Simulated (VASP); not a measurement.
**Si: single point with LDA**

Si:

```
Si
1.0
    -2.27652    2.27652    1.22292
     2.27652   -2.27652    1.22292
     2.27652    2.27652   -1.22292
Si
2
Direct
  0.25000 0.75000 0.50000
  0.50000 0.50000 0.00000
```

This cell differs from its parent crystal: strain -0.040 along x and y, -0.080 along z.

- Program: VASP 6.6.1
- Task: single point
- Functional: LDA
- Potentials or basis: VASP PAW LDA potentials, release 64 (Si)
- Cutoff: 520 eV
- k mesh: 20 × 20 × 20
- Occupations: gaussian, width 0.15 eV
- Spin: no spin polarisation
- Dipole correction: no
- Further INCAR settings: ALGO = Normal; EDIFF = 1e-06; NBANDS = 11

The pressure is 25.7 GPa and the band gap on the k mesh is zero (bands 4 and 5 overlap by 7.37 eV).

Stress tensor (GPa, compression positive):
```
24.97  0.00  0.00
 0.00 24.97  0.00
 0.00  0.00 27.23
```

Levels at points of the mesh, in eV from the Fermi level:
```
           k point  band 2  band 3  band 4  band 5  band 6  band 7
(0.00, 0.00, 0.00)   -3.04   -3.04   -1.86    0.69    8.08   10.15
(0.50, 0.00, 0.00)   -7.68   -2.47   -1.84   -1.10    0.55    5.24
(0.50, 0.50, 0.00)  -11.96    0.05    0.05    2.53    2.53   10.42
(0.50, 0.50, 0.50)   -9.08   -8.03   -8.03    7.07    7.07   15.03
```

Wall time 87 s on 1 thread of Intel(R) Xeon(R) Platinum 8488C (Sapphire Rapids), on a shared host, peak memory 0.25 GiB.

Caveat: the cell differs from its parent crystal (strain -0.040 along x and y, -0.080 along z); the cell stands under pressure.
